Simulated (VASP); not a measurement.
Set up this calculation in VASP 6.6.1, as the native input.

```
Task                   : single point
Functional             : PBE
Potentials or basis    : VASP PAW PBE potentials, release 64 (Ga_d, N)
Cutoff                 : 520 eV
k mesh                 : 12 × 12 × 4
Occupations            : gaussian, width 0.02 eV
Spin                   : no spin polarisation
Dipole correction      : no
Further INCAR settings : ALGO = Normal; EDIFF = 1e-06; NBANDS = 26
```

The structure of GaN lies in POSCAR:

```
GaN
1.0
    2.8853036967      0.0000000000      0.0000000000
   -1.4426518484      2.4987462989      0.0000000000
    0.0000000000      0.0000000000      7.6755785377
Ga N
2 2
Direct
    0.3333333333      0.6666666667      0.2500000000
    0.6666666667      0.3333333333      0.7500000000
    0.3333333333      0.6666666667      0.7500000000
    0.6666666667      0.3333333333      0.2500000000
```

This cell differs from its parent crystal: B replaced by Ga, lengths x 1.147, strained.

These files were run (other wordings do the same):

INCAR

```
ALGO = Normal
EDIFF = 1E-6
ENCUT = 520
GGA = PE
ISIF = 2
ISMEAR = 0
LASPH = True
LCHARG = False
LREAL = False
LWAVE = False
NBANDS = 26
NELM = 60
PREC = Accurate
SIGMA = 0.02
```

KPOINTS

```
k-points
0
Gamma
  12 12 4
```

Potentials or basis: VASP PAW PBE potentials, release 64 (Ga_d, N).

Run with:

```bash
$ cat potpaw_PBE.64/Ga_d/POTCAR potpaw_PBE.64/N/POTCAR > POTCAR
$ mpirun -np 1 vasp_std > vasp.out
```

It gave:

| Property | Result |
| --- | --- |
| Pressure | 63.6 GPa |
| Band gap on the k mesh | 2.02 eV |

Caveat: the cell differs from its parent crystal (B replaced by Ga, lengths x 1.147, strained); the cell stands under pressure.

Wall time 2.1 min on 1 thread of Intel Xeon 8259CL, on a shared host, peak memory 0.22 GiB.
